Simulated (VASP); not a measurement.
Runs of VASP 6.6.1 on Si5P. The structure is that of space group F-43m (No. 216), or close to it. The cells are those of the table. 

```csv
task,cell,k mesh,cutoff (eV),gap on the mesh (eV),pressure (GPa),relaxed volume (Å³/atom)
relaxation of cell and atoms,"relaxed from a = 5.063 Å, angles 60.0°, 6 atoms",10 × 10 × 10,600,none,0.0,15.28
single point,"a = 5.339 Å, angles 60.0°, 6 atoms",4 × 4 × 4,520,none,-9.5,-
single point,"a = 5.062 Å, angles 60.0°, 6 atoms",10 × 10 × 10,520,none,0.0,-
relaxation of cell and atoms,"relaxed from a = 5.339 Å, angles 60.0°, 6 atoms",4 × 4 × 4,600,none,0.1,(a)
single point,"a = 5.063 Å, angles 60.0°, 6 atoms",4 × 4 × 4,520,none,0.2,-
```

Alike in all rows: level PBE; potentials or basis VASP PAW PBE potentials, release 64 (Si, P); no spin polarisation; smearing gaussian 0.1 eV.

Q: Fill in the values left out.

A: (a) 15.31.

Caveats: some runs use coarse meshes.

A gap of «none» marks levels without a gap at the run's occupations.
